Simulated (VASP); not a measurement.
# Ni (P6_3/mmc) in VASP: single point with LDA

Aim: the single point of Ni with LDA.

Program: VASP 6.6.1. These are calculated values, not measurements. Logs are shortened: lines on timing, memory, paths and dates and some standing lists are left out, and cuts for length are marked.

### Step 1. The cell of the first run

The structure is hexagonal, space group P6_3/mmc (No. 194). The conventional cell has a = 2.056 Å, b = 2.056 Å, c = 3.377 Å, α = 90.00°, β = 90.00°, γ = 120.00°. Within 2.7 Å of Ni (site symmetry -6m2) lie 12 Ni at 2.06 Å.

This isn't the form of Ni at room conditions, which is fcc.

### Step 2. Single point, LDA, collinear spin, ferromagnetic start

INCAR reads:

```
SYSTEM = Ni
PREC = Accurate
ENCUT = 520
EDIFF = 1E-6
ISMEAR = -1
SIGMA = 0.05
LREAL = .False.
LASPH = .True.
NELM = 150
ALGO = Normal
ISIF = 2
LWAVE = .False.
LCHARG = .True.
ISPIN = 2
MAGMOM = 1 1
LORBIT = 11
LMAXMIX = 4
GGA = CA
LELF = .True.
LVHAR = .True.
NBANDS = 21
```

KPOINTS reads:

```
regular mesh
0
Gamma
  21 21 12
  0 0 0
```

POSCAR reads:

```
Ni
1.0
    2.0561087834      0.0000000000      0.0000000000
   -1.0280543917      1.7806424393      0.0000000000
    0.0000000000      0.0000000000      3.3769526307
Ni
2
Direct
    0.3333333333      0.6666666667      0.2500000000
    0.6666666667      0.3333333333      0.7500000000
```

Potentials or basis: VASP PAW LDA potentials, release 64 (Ni).

Command:

```sh
$ cat potpaw_LDA.64/Ni/POTCAR > POTCAR
$ mpirun -np 1 vasp_std > vasp.out
```

OUTCAR:

```text
SYSTEM = Ni
   PREC = Accurate
   ENCUT = 520
   EDIFF = 1E-6
   ISMEAR = -1
   LREAL = .False.
   LASPH = .True.
   NELM = 150
   ISIF = 2
   ISPIN = 2
   LORBIT = 11
   GGA = CA

 ion  position               nearest neighbor table
   1  0.333  0.667  0.250-   2 2.06   2 2.06   2 2.06   2 2.06   2 2.06   2 2.06   2 2.91   2 2.91
                             2 2.91   2 2.91   2 2.91   2 2.91
   2  0.667  0.333  0.750-   1 2.06   1 2.06   1 2.06   1 2.06   1 2.06   1 2.06   1 2.91   1 2.91
                             1 2.91   1 2.91   1 2.91   1 2.91

  LATTYP: Found a hexagonal cell.
 ALAT       =     2.0561087834
 C/A-ratio  =     1.6423997884

  Lattice vectors:

 A1 = (   2.0561087834,   0.0000000000,   0.0000000000)
 A2 = (  -1.0280543917,   1.7806424393,   0.0000000000)
 A3 = (   0.0000000000,   0.0000000000,   3.3769526307)

Analysis of symmetry for initial positions (statically):
=====================================================================
 Subroutine PRICEL returns:
 Original cell was already a primitive cell.

 Routine SETGRP: Setting up the symmetry group for a
 hexagonal supercell.

 Subroutine GETGRP returns: Found 24 space group operations
 (whereof 12 operations were pure point group operations)
 out of a pool of 24 trial point group operations.

The static configuration has the point symmetry D_3d.
 The point group associated with its full space group is D_6h.

Analysis of symmetry for dynamics (positions and initial velocities):
=====================================================================
 Subroutine PRICEL returns:
 Original cell was already a primitive cell.

 Routine SETGRP: Setting up the symmetry group for a
 hexagonal supercell.

 Subroutine GETGRP returns: Found 24 space group operations
 (whereof 12 operations were pure point group operations)
 out of a pool of 24 trial point group operations.

The dynamic configuration has the point symmetry D_3d.
 The point group associated with its full space group is D_6h.

Analysis of structural, dynamic, and magnetic symmetry:
=====================================================================
 Subroutine PRICEL returns:
 Original cell was already a primitive cell.

 Routine SETGRP: Setting up the symmetry group for a
 hexagonal supercell.

 Subroutine GETGRP returns: Found 24 space group operations
 (whereof 12 operations were pure point group operations)
 out of a pool of 24 trial point group operations.

The overall configuration has the point symmetry D_3d.
 The point group associated with its full space group is D_6h.

 Subroutine INISYM returns: Found 24 space group operations
 (whereof 12 operations are pure point group operations),
 and found     1 'primitive' translations

----------------------------------------------------------------------------------------

                                     Primitive cell

  volume of cell :      12.3637

  direct lattice vectors                    reciprocal lattice vectors
     2.056108783  0.000000000  0.000000000     0.486355590  0.280797531  0.000000000
    -1.028054392  1.780642439  0.000000000     0.000000000  0.561595061  0.000000000
     0.000000000  0.000000000  3.376952631     0.000000000  0.000000000  0.296124971

  length of vectors
     2.056108783  2.056108783  3.376952631     0.561595061  0.561595061  0.296124971

  position of ions in fractional coordinates (direct lattice)
     0.333333333  0.666666667  0.250000000
     0.666666667  0.333333333  0.750000000

  ion indices of the primitive-cell ions
   primitive index   ion index
                 1           1
                 2           2

----------------------------------------------------------------------------------------

 KPOINTS: regular mesh

Automatic generation of k-mesh.
 Grid dimensions read from file:
 generate k-points for:   21   21   12

 Generating k-lattice:

  Cartesian coordinates                     Fractional coordinates (reciprocal lattice)
     0.023159790  0.013371311  0.000000000     0.047619048 -0.000000000  0.000000000
     0.000000000  0.026742622  0.000000000     0.000000000  0.047619048  0.000000000
     0.000000000  0.000000000  0.024677081     0.000000000  0.000000000  0.083333333

  Length of vectors
     0.026742622  0.026742622  0.024677081

  Shift w.r.t. Gamma in fractional coordinates (k-lattice)
     0.000000000  0.000000000  0.000000000

 Subroutine IBZKPT returns following result:
 ===========================================

 Found    336 irreducible k-points:

 Following reciprocal coordinates:
            Coordinates               Weight
  0.000000  0.000000  0.000000      1.000000
  0.047619  0.000000  0.000000      6.000000
  0.095238  0.000000  0.000000      6.000000
  0.142857  0.000000  0.000000      6.000000
  0.190476  0.000000  0.000000      6.000000
  0.238095  0.000000  0.000000      6.000000
[... 16 lines left out ...]
  0.142857  0.095238  0.000000     12.000000
  0.190476  0.095238  0.000000     12.000000
 [... further k-points ...]
   k-points           NKPTS =    336   k-points in BZ     NKDIM =    336   number of bands    NBANDS=     21
   number of dos      NEDOS =    301   number of ions     NIONS =      2
   total plane-waves  NPLWV =   7168
   dimension x,y,z NGX =    16 NGY =   16 NGZ =   28
   dimension x,y,z NGXF=    32 NGYF=   32 NGZF=   56
   ions per type =               2
   NGX,Y,Z   is equivalent  to a cutoff of  12.94, 12.94, 13.78 a.u.
   NGXF,Y,Z  is equivalent  to a cutoff of  25.87, 25.87, 27.57 a.u.
 SYSTEM =  Ni
   PREC   = accura    normal or accurate (medium, high low for compatibility)
   ISTART =      0    job   : 0-new  1-cont  2-samecut
   ICHARG =      2    charge: 1-file 2-atom 10-const
   ISPIN  =      2    spin polarized calculation?
   LNONCOLLINEAR =      F non collinear calculations
   LSORBIT =      F    spin-orbit coupling
   LASPH  =      T    aspherical Exc in radial PAW
   ENCUT  =  520.0 eV  38.22 Ry    6.18 a.u.   3.82  3.82  6.28*2*pi/ulx,y,z
   NELM   =    150;   NELMIN=  2; NELMDL= -5     # of ELM steps
   EDIFF  = 0.1E-05   stopping-criterion for ELM
   LREAL  =      F    real-space projection
   EDIFFG = 0.1E-04   stopping-criterion for IOM
   NSW    =      0    number of steps for IOM
   IBRION =     -1    ionic relax: 0-MD 1-quasi-New 2-CG
   NFREE  =      0    steps in history (QN), initial steepest desc. (CG)
   ISIF   =      2    stress and relaxation
   ISYM   =      2    0-nonsym 1-usesym 2-fastsym
   POTIM  = 0.5000    time-step for ionic-motion
   TEBEG  =    0.0;   TEEND  =   0.0 temperature during run
   PSTRESS=    0.0 pullay stress
   NELECT =      20.0000    total number of electrons
   NUPDOWN=      -1.0000    fix difference up-down
   EMIN   =  10.00;   EMAX   =-10.00  energy-range for DOS
   EFERMI =   0.00;   METHOD = LEGACY
   ISMEAR =    -1;   SIGMA  =   0.05  broadening in eV -4-tet -1-fermi 0-gaus
   EFERMI_NEDOS =   21; number of points for ismear=-14 and -15
   IALGO  =     38    algorithm
   IMIX   =      4    mixing-type and parameters
     AMIX     =   0.40;   BMIX     =  1.00
     AMIX_MAG =   1.60;   BMIX_MAG =  1.00
  volume/ion in A,a.u.               =       6.18        41.72
  Fermi-wavevector in a.u.,A,eV,Ry     =   1.921774  3.631626 50.249227  3.693214
  Thomas-Fermi vector in A             =   2.956004
   LORBIT       =     11    0 simple, 1 ext, 2 COOP (PROOUT), +10 PAW based schemes
   GGA     = CA    functional components
   LHFCALC =     F    Hartree Fock is set to
   AEXX    =    0.0000 exact exchange contribution
   IVDW    =     0    specifies the selected vdW correction
   LEPSILON=     F    determine dielectric tensor
   LRPA    =     F    only Hartree local field effects (RPA)
 spin polarized calculation
  energy-cutoff  :      520.00
  volume of cell :       12.36
 maximum number of plane-waves:       343
 NGX is ok and might be reduce to    16
   NGX =  7   NGY =  7   NGZ = 13

 number of electron      20.0000015 magnetization       0.8236737

 Free energy of the ion-electron system (eV)
  ---------------------------------------------------
  ext. energy  EPLUGINS =         0.00000000
  ---------------------------------------------------
  free energy    TOTEN  =        -7.16963851 eV

  energy without entropy =       -7.14704041  energy(sigma->0) =       -7.15833946

 E-fermi :  20.1861     XC(G=0): -17.2955

 val. band max:       20.1857372403   @ k =   0.2381   0.1905   0.0000
 cond. band min:      20.1867311064   @ k =   0.2857   0.2381   0.3333
 fundamental gap:      0.0009938661
 Fermi energy:        20.1860828882

 spin component 1

 k-point     1 :       0.0000    0.0000    0.0000
  band No.  band energies     occupation
      1       6.6312      1.00000
      2      10.9220      1.00000
      3      15.5291      1.00000
      4      15.7025      1.00000
      5      15.7025      1.00000
      6      16.3829      1.00000
[... 13 lines left out ...]
     20      57.4528      0.00000
     21      60.0108      0.00000
[... 529 lines left out ...]
 k-point    24 :       0.1905    0.0952    0.0000
  band No.  band energies     occupation
      1       9.6644      1.00000
      2      12.4382      1.00000
      3      13.7084      1.00000
      4      13.9211      1.00000
      5      15.6856      1.00000
      6      15.9288      1.00000
[... 13 lines left out ...]
     20      58.4651      0.00000
     21      58.7925      0.00000

 [... further k-points ...]

 spin component 2

 k-point     1 :       0.0000    0.0000    0.0000
  band No.  band energies     occupation
      1       6.7014      1.00000
      2      11.1808      1.00000
      3      15.9374      1.00000
      4      16.1030      1.00000
      5      16.1030      1.00000
      6      16.7995      1.00000
[... 13 lines left out ...]
     20      57.5960      0.00000
     21      60.0764      0.00000
[... 529 lines left out ...]
 k-point    24 :       0.1905    0.0952    0.0000
  band No.  band energies     occupation
      1       9.7530      1.00000
      2      12.7390      1.00000
      3      13.9784      1.00000
      4      14.2610      1.00000
      5      16.0690      1.00000
      6      16.3039      1.00000
[... 13 lines left out ...]
     20      58.5537      0.00000
     21      58.9894      0.00000

 [... further k-points ...]

------------------------ aborting loop because EDIFF is reached ----------------------------------------

  FORCE on cell =-STRESS in cart. coord.  units (eV):
  Direction    XX          YY          ZZ          XY          YZ          ZX
  --------------------------------------------------------------------------------------
  -------------------------------------------------------------------------------------
  Total       30.1652748     30.1652748     30.2170907      0.0000000      0.0000000      0.0000000
  in kB     3909.0397955   3909.0397952   3915.7544814      0.0000000      0.0000000      0.0000000
  external PRESSURE =    3911.2780240 kB  Pullay stress =       0.0000000 kB

 VOLUME and BASIS-vectors are now :
 -----------------------------------------------------------------------------
  energy-cutoff  :      520.00
  volume of cell :       12.36
      direct lattice vectors                 reciprocal lattice vectors
     2.056108783  0.000000000  0.000000000     0.486355590  0.280797531  0.000000000
    -1.028054392  1.780642439  0.000000000     0.000000000  0.561595061  0.000000000
     0.000000000  0.000000000  3.376952631     0.000000000  0.000000000  0.296124971

 POSITION                                       TOTAL-FORCE (eV/Angst)
 -----------------------------------------------------------------------------------
     -0.00000      1.18709      0.84424        -0.000000      0.000000      0.000000
      1.02805      0.59355      2.53271         0.000000      0.000000      0.000000
 -----------------------------------------------------------------------------------
    total drift:                                0.000000     -0.000000     -0.000000

  FREE ENERGIE OF THE ION-ELECTRON SYSTEM (eV)
  ---------------------------------------------------
  free  energy   TOTEN  =        -7.1696385050 eV

  energy  without entropy=       -7.1470404148  energy(sigma->0) =       -7.15833946

 total charge

# of ion       s       p       d       tot
------------------------------------------
    1        0.845   1.266   8.979  11.090
    2        0.845   1.266   8.979  11.090
--------------------------------------------------
tot          1.690   2.532  17.959  22.180

 magnetization (x)

# of ion       s       p       d       tot
------------------------------------------
    1       -0.003  -0.015   0.408   0.391
    2       -0.003  -0.015   0.408   0.391
--------------------------------------------------
tot         -0.006  -0.029   0.817   0.781
```

Wall time 54 s (1 thread of Intel Xeon 6975P-C (Granite Rapids), shared host); peak memory 0.22 GiB.

Results:

```yaml
Free_energy: -7.1696 eV
Pressure: 391.1 GPa
Net_moment: 0.82 μB per cell
Site_moments: Ni +0.39 μB
```

Stress tensor (GPa, compression positive):
```
390.90   0.00   0.00
  0.00 390.90   0.00
  0.00   0.00 391.58
```

Levels at points of the mesh, in eV from the Fermi level:
Spin up:
```
           k point  band 7  band 8  band 9  band 10  band 11  band 12  band 13  band 14
(0.00, 0.00, 0.00)   -3.80   -2.83   -2.83    -1.30    -0.61    -0.61    11.29    26.90
(0.00, 0.00, 0.50)   -4.56   -4.56   -1.24    -1.24    -1.24    -1.24    21.17    21.17
```
Spin down:
| k point | band 6 | band 7 | band 8 | band 9 | band 10 | band 11 | band 12 | band 13 | band 14 | band 15 |
| --- | --- | --- | --- | --- | --- | --- | --- | --- | --- | --- |
| (0.00, 0.00, 0.00) | -3.39 | -3.39 | -2.42 | -2.42 | -1.22 | -0.17 | -0.17 | 11.60 | 26.94 | 31.12 |
| (0.00, 0.00, 0.50) | -4.16 | -4.16 | -4.16 | -0.80 | -0.80 | -0.80 | -0.80 | 21.35 | 21.35 | 28.34 |

Caveat: the cell stands under pressure.
